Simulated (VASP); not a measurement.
# P in VASP: relaxation of the atoms with PBE+D3(BJ)

Aim: the relaxation of the atoms of P with PBE+D3(BJ).

Everything below comes from runs of VASP 6.6.1. Logs are shortened: lines on timing, memory, paths and dates and some standing lists are left out, and cuts for length are marked.

## 1. The cell of the first run

The cell holds a slab with vacuum, 16 atoms: a = 6.645 Å, b = 8.334 Å, c = 18.168 Å, α = 90.00°, β = 90.00°, γ = 90.00°.

## 2. Relaxation of the atoms, PBE+D3(BJ)

INCAR reads:

```
SYSTEM = P
PREC = Accurate ; ENCUT = 520
EDIFF = 1E-6 ; ISMEAR = 0
SIGMA = 0.1 ; LREAL = Auto
LASPH = .True. ; NELM = 60
ALGO = Normal ; ISIF = 2
LWAVE = .False. ; LCHARG = .False.
LDIPOL = .True. ; IDIPOL = 3
DIPOL = 0.5 0.5 0.500 ; GGA = PE
IVDW = 12 ; IBRION = 2
NSW = 90 ; EDIFFG = -0.03
KPAR = 2
```

KPOINTS reads:

```
Automatic mesh
0
Gamma
  3 3 1
  0 0 0
```

POSCAR reads:

```
P
1.0
    6.6450486700      0.0000000000      0.0000000000
    0.0000000000      8.3337232404      0.0000000000
    0.0000000000      0.0000000000     18.1683550291
P
16
Selective dynamics
Direct
    0.2500000000      0.4640486038      0.4403260497  F F F
    0.2500000000      0.9640486038      0.4403260497  F F F
    0.7500000000      0.4640486038      0.4403260497  F F F
    0.7500000000      0.9640486038      0.4403260497  F F F
    0.5000000000      0.2859513962      0.4403260497  F F F
    0.5000000000      0.7859513962      0.4403260497  F F F
    0.0000000000      0.2859513962      0.4403260497  F F F
    0.0000000000      0.7859513962      0.4403260497  F F F
    0.7500000000      0.0359513962      0.5596739503  T T T
    0.7500000000      0.5359513962      0.5596739503  T T T
    0.2500000000      0.0359513962      0.5596739503  T T T
    0.2500000000      0.5359513962      0.5596739503  T T T
    0.5000000000      0.2140486038      0.5596739503  T T T
    0.5000000000      0.7140486038      0.5596739503  T T T
    0.0000000000      0.2140486038      0.5596739503  T T T
    0.0000000000      0.7140486038      0.5596739503  T T T
```

Potentials or basis: VASP PAW PBE potentials, release 64 (P).

Started as:

```
$ cat potpaw_PBE.64/P/POTCAR > POTCAR
$ mpirun -np 2 vasp_std > vasp.out
```

OUTCAR:

```text
SYSTEM = P
   PREC = Accurate
   ENCUT = 520
   EDIFF = 1E-6
   ISMEAR = 0
   LREAL = Auto
   LASPH = .True.
   NELM = 60
   ISIF = 2
   GGA = PE
   IVDW = 12
   IBRION = 2
   NSW = 90
   EDIFFG = -0.03
 IVDW          = 12

 ion  position               nearest neighbor table
   1  0.250  0.464  0.440-   5 2.23   7 2.23  12 2.25
   2  0.250  0.964  0.440-   6 2.23   8 2.23  11 2.25
   3  0.750  0.464  0.440-   5 2.23   7 2.23  10 2.25
   4  0.750  0.964  0.440-   6 2.23   8 2.23   9 2.25
   5  0.500  0.286  0.440-   1 2.23   3 2.23  13 2.25
   6  0.500  0.786  0.440-   2 2.23   4 2.23  14 2.25
[... 8 lines left out ...]
  15  0.000  0.214  0.560-   9 2.23  11 2.23   7 2.25
  16  0.000  0.714  0.560-  10 2.23  12 2.23   8 2.25
[... 6 lines left out ...]
  Lattice vectors:

 A1 = (   6.6450486700,   0.0000000000,   0.0000000000)
 A2 = (   0.0000000000,   8.3337232404,   0.0000000000)
 A3 = (   0.0000000000,   0.0000000000,  18.1683550291)

Analysis of symmetry for initial positions (statically):
=====================================================================
 Subroutine PRICEL returns following result:

  LATTYP: Found a simple orthorhombic cell.
 ALAT       =     3.3225243350
 B/A-ratio  =     1.2541252373
 C/A-ratio  =     5.4682383625

  Lattice vectors:

 A1 = (   3.3225243350,   0.0000000000,   0.0000000000)
 A2 = (   0.0000000000,   4.1668616202,   0.0000000000)
 A3 = (   0.0000000000,   0.0000000000,  18.1683550291)

   4 primitive cells build up your supercell.

 Routine SETGRP: Setting up the symmetry group for a
 simple orthorhombic supercell.

 Subroutine GETGRP returns: Found  8 space group operations
 (whereof  4 operations were pure point group operations)
 out of a pool of  8 trial point group operations.

The static configuration has the point symmetry C_2h.
 The point group associated with its full space group is D_2h.

Analysis of symmetry for dynamics (positions and initial velocities):
=====================================================================
 Subroutine PRICEL returns following result:

  LATTYP: Found a simple orthorhombic cell.
 ALAT       =     3.3225243350
 B/A-ratio  =     1.2541252373
 C/A-ratio  =     5.4682383625

  Lattice vectors:

 A1 = (   3.3225243350,   0.0000000000,   0.0000000000)
 A2 = (   0.0000000000,   4.1668616202,   0.0000000000)
 A3 = (   0.0000000000,   0.0000000000,  18.1683550291)

   4 primitive cells build up your supercell.

 Routine SETGRP: Setting up the symmetry group for a
 simple orthorhombic supercell.

 Subroutine GETGRP returns: Found  8 space group operations
 (whereof  4 operations were pure point group operations)
 out of a pool of  8 trial point group operations.

The dynamic configuration has the point symmetry C_2h.
 The point group associated with its full space group is D_2h.

Analysis of constrained symmetry for selective dynamics:
=====================================================================
 Subroutine PRICEL returns following result:

  LATTYP: Found a simple orthorhombic cell.
 ALAT       =     3.3225243350
 B/A-ratio  =     1.2541252373
 C/A-ratio  =     5.4682383625

  Lattice vectors:

 A1 = (   3.3225243350,   0.0000000000,   0.0000000000)
 A2 = (   0.0000000000,   4.1668616202,   0.0000000000)
 A3 = (   0.0000000000,   0.0000000000,  18.1683550291)

   4 primitive cells build up your supercell.

 Routine SETGRP: Setting up the symmetry group for a
 simple orthorhombic supercell.

 Subroutine GETGRP returns: Found  4 space group operations
 (whereof  2 operations were pure point group operations)
 out of a pool of  8 trial point group operations.

The constrained configuration has the point symmetry C_1h.
 The point group associated with its full space group is C_2v.

 Subroutine INISYM returns: Found  4 space group operations
 (whereof  2 operations are pure point group operations),
 and found     4 'primitive' translations

----------------------------------------------------------------------------------------

                                     Primitive cell

  volume of cell :     251.5318

  direct lattice vectors                    reciprocal lattice vectors
     3.322524335  0.000000000  0.000000000     0.300975975  0.000000000  0.000000000
     0.000000000  4.166861620  0.000000000     0.000000000  0.239988771  0.000000000
     0.000000000  0.000000000 18.168355029     0.000000000  0.000000000  0.055040756

  length of vectors
     3.322524335  4.166861620 18.168355029     0.300975975  0.239988771  0.055040756

  position of ions in fractional coordinates (direct lattice)
     0.500000000  0.928097208  0.440326050
     0.000000000  0.571902792  0.440326050
     0.500000000  0.071902792  0.559673950
     0.000000000  0.428097208  0.559673950

  ion indices of the primitive-cell ions
   primitive index   ion index
                 1           1
                 2           5
                 3          12
                 4          13

----------------------------------------------------------------------------------------

 KPOINTS: Automatic mesh

Automatic generation of k-mesh.
 Grid dimensions read from file:
 generate k-points for:    3    3    1

 Generating k-lattice:

  Cartesian coordinates                     Fractional coordinates (reciprocal lattice)
     0.050162662  0.000000000  0.000000000     0.333333333  0.000000000  0.000000000
     0.000000000  0.039998129  0.000000000     0.000000000  0.333333333  0.000000000
     0.000000000  0.000000000  0.055040756     0.000000000  0.000000000  1.000000000

  Length of vectors
     0.050162662  0.039998129  0.055040756

  Shift w.r.t. Gamma in fractional coordinates (k-lattice)
     0.000000000  0.000000000  0.000000000

 Subroutine IBZKPT returns following result:
 ===========================================

 Found      4 irreducible k-points:

 Following reciprocal coordinates:
            Coordinates               Weight
  0.000000  0.000000  0.000000      1.000000
  0.333333  0.000000  0.000000      2.000000
  0.000000  0.333333  0.000000      2.000000
  0.333333  0.333333  0.000000      4.000000
   k-points           NKPTS =      4   k-points in BZ     NKDIM =      4   number of bands    NBANDS=     49
   number of dos      NEDOS =    301   number of ions     NIONS =     16
   total plane-waves  NPLWV = 448000
   dimension x,y,z NGX =    50 NGY =   64 NGZ =  140
   dimension x,y,z NGXF=   100 NGYF=  128 NGZF=  280
   ions per type =              16
   NGX,Y,Z   is equivalent  to a cutoff of  12.51, 12.77, 12.81 a.u.
   NGXF,Y,Z  is equivalent  to a cutoff of  25.02, 25.53, 25.62 a.u.
 SYSTEM =  P
   PREC   = accura    normal or accurate (medium, high low for compatibility)
   ISTART =      0    job   : 0-new  1-cont  2-samecut
   ICHARG =      2    charge: 1-file 2-atom 10-const
   ISPIN  =      1    spin polarized calculation?
   LNONCOLLINEAR =      F non collinear calculations
   LSORBIT =      F    spin-orbit coupling
   LASPH  =      T    aspherical Exc in radial PAW
   ENCUT  =  520.0 eV  38.22 Ry    6.18 a.u.  12.36 15.50 33.78*2*pi/ulx,y,z
   NELM   =     60;   NELMIN=  2; NELMDL= -5     # of ELM steps
   EDIFF  = 0.1E-05   stopping-criterion for ELM
   LREAL  =      T    real-space projection
   EDIFFG = -.3E-01   stopping-criterion for IOM
   NSW    =     90    number of steps for IOM
   IBRION =      2    ionic relax: 0-MD 1-quasi-New 2-CG
   NFREE  =      1    steps in history (QN), initial steepest desc. (CG)
   ISIF   =      2    stress and relaxation
   ISYM   =      2    0-nonsym 1-usesym 2-fastsym
   POTIM  = 0.5000    time-step for ionic-motion
   TEBEG  =    0.0;   TEEND  =   0.0 temperature during run
   PSTRESS=    0.0 pullay stress
   NELECT =      80.0000    total number of electrons
   NUPDOWN=      -1.0000    fix difference up-down
   EMIN   =  10.00;   EMAX   =-10.00  energy-range for DOS
   EFERMI =   0.00;   METHOD = LEGACY
   ISMEAR =     0;   SIGMA  =   0.10  broadening in eV -4-tet -1-fermi 0-gaus
   EFERMI_NEDOS =   21; number of points for ismear=-14 and -15
   IALGO  =     38    algorithm
   IMIX   =      4    mixing-type and parameters
     AMIX     =   0.40;   BMIX     =  1.00
     AMIX_MAG =   1.60;   BMIX_MAG =  1.00
  volume/ion in A,a.u.               =      62.88       424.36
  Fermi-wavevector in a.u.,A,eV,Ry     =   0.703970  1.330310  6.742682  0.495573
  Thomas-Fermi vector in A             =   1.789084
   LORBIT       =      0    0 simple, 1 ext, 2 COOP (PROOUT), +10 PAW based schemes
   GGA     = PE    functional components
   LHFCALC =     F    Hartree Fock is set to
   AEXX    =    0.0000 exact exchange contribution
   IVDW    =    12    specifies the selected vdW correction
   LEPSILON=     F    determine dielectric tensor
   LRPA    =     F    only Hartree local field effects (RPA)
 conjugate gradient relaxation of ions
 non-spin polarized calculation
 Gauss-broadening in eV      SIGMA  =   0.10
  energy-cutoff  :      520.00
  volume of cell :     1006.13
 maximum number of plane-waves:     27113
 NGX is ok and might be reduce to    50
   NGX = 25   NGY = 31   NGZ = 67

--------------------------------------- Ionic step        1  -------------------------------------------

 number of electron      79.9999983 magnetization

 Free energy of the ion-electron system (eV)
  ---------------------------------------------------
  ext. energy  EPLUGINS =         0.00000000
  ---------------------------------------------------
  free energy    TOTEN  =       -85.37956363 eV

  energy without entropy =      -85.37530294  energy(sigma->0) =      -85.37743328

------------------------ aborting loop because EDIFF is reached ----------------------------------------

 Edisp (eV)   -4.18540

 E8    (eV) :    -1.6950

  FORCE on cell =-STRESS in cart. coord.  units (eV):
  Direction    XX          YY          ZZ          XY          YZ          ZX
  --------------------------------------------------------------------------------------
  -------------------------------------------------------------------------------------
  Total       2.57701     3.30032    -3.18513     0.00000     0.00000     0.00000
  in kB       4.10368     5.25550    -5.07207     0.00000     0.00000     0.00000
  external pressure =        1.43 kB  Pullay stress =        0.00 kB
[... 139 lines left out ...]
  FREE ENERGIE OF THE ION-ELECTRON SYSTEM (eV)
  ---------------------------------------------------
  free  energy   TOTEN  =       -89.5809935275 eV

  energy  without entropy=      -89.5794374070  energy(sigma->0) =      -89.58021547

 dipolmoment           0.000000      0.000000     -0.000145 electrons x Angstroem

--------------------------------------- Ionic step        4  -------------------------------------------

 number of electron      79.9999982 magnetization

 dipolmoment           0.000000      0.000000      0.000456 electrons x Angstroem

 Free energy of the ion-electron system (eV)
  ---------------------------------------------------
  ext. energy  EPLUGINS =         0.00000000
  ---------------------------------------------------
  free energy    TOTEN  =       -85.38545327 eV

  energy without entropy =      -85.38454917  energy(sigma->0) =      -85.38500122

 E-fermi :  -1.0837     XC(G=0):  -3.5000

 val. band max:       -1.2651459852   @ k =   0.0000   0.3333   0.0000
 cond. band min:      -0.9201284146   @ k =   0.0000   0.0000   0.0000
 fundamental gap:      0.3450175706
 Fermi energy:        -1.0836538983

 k-point     1 :       0.0000    0.0000    0.0000
  band No.  band energies     occupation
      1     -16.8585      2.00000
      2     -15.4053      2.00000
      3     -15.3571      2.00000
      4     -14.0174      2.00000
      5     -14.0145      2.00000
      6     -14.0145      2.00000
[... 197 lines left out ...]
     48       1.0622      0.00000
     49       1.1454      0.00000

------------------------ aborting loop because EDIFF is reached ----------------------------------------

 vacuum level on the upper side and lower side of the slab       (xc-potential included)        -0.005        -0.013

 Edisp (eV)   -4.19833

 E8    (eV) :    -1.7008

  FORCE on cell =-STRESS in cart. coord.  units (eV):
  Direction    XX          YY          ZZ          XY          YZ          ZX
  --------------------------------------------------------------------------------------
  -------------------------------------------------------------------------------------
  Total       3.01252     4.32057    -0.22779     0.00000     0.00000     0.00000
  in kB       4.79719     6.88016    -0.36273     0.00000     0.00000     0.00000
  external pressure =        3.77 kB  Pullay stress =        0.00 kB
[... 31 lines left out ...]
  FREE ENERGIE OF THE ION-ELECTRON SYSTEM (eV)
  ---------------------------------------------------
  free  energy   TOTEN  =       -89.5837792018 eV

  energy  without entropy=      -89.5828750989  energy(sigma->0) =      -89.58332715

 reached required accuracy - stopping structural energy minimisation

 vacuum level on the upper side and lower side of the slab         3.271         3.264
```

Wall time 9.1 min (2 MPI ranks of Intel Xeon Platinum 8259CL at 2.50GHz (Skylake/Cascade Lake), shared host); peak memory 0.99 GiB.

Results:

| Property | Result |
| --- | --- |
| Free energy | -89.5838 eV |
| Energy gained by relaxing | 1.2 meV/atom |
| Ionic steps | 4 |
| Band gap on the k mesh | 0.34 eV |
| Dispersion energy per atom | -0.262 eV |

The path:
| step | energy change (eV) | largest force on free atoms (eV/Å) | pressure (GPa) |
| --- | --- | --- | --- |
| 1 | 0.0000 | 0.2048 | 0.14 |
| 2 | -0.0122 | 0.1170 | 0.25 |
| 3 | -0.0160 | 0.1076 | 0.35 |
| 4 | -0.0188 | 0.0063 | 0.38 |

Final structure:
```xyz
16
Lattice="6.6450 0.0000 0.0000 0.0000 8.3337 0.0000 0.0000 0.0000 18.1684" Properties=species:S:1:pos:R:3 pbc="T T T"
P     1.6613    3.8673    8.0000
P     1.6613    8.0341    8.0000
P     4.9838    3.8673    8.0000
P     4.9838    8.0341    8.0000
P     3.3225    2.3830    8.0000
P     3.3225    6.5499    8.0000
P     0.0000    2.3830    8.0000
P     0.0000    6.5499    8.0000
P     4.9838    0.3052   10.1466
P     4.9838    4.4721   10.1466
P     1.6613    0.3052   10.1466
P     1.6613    4.4721   10.1466
P     3.3225    1.7782   10.1466
P     3.3225    5.9451   10.1466
P     0.0000    1.7782   10.1466
P     0.0000    5.9451   10.1466
```
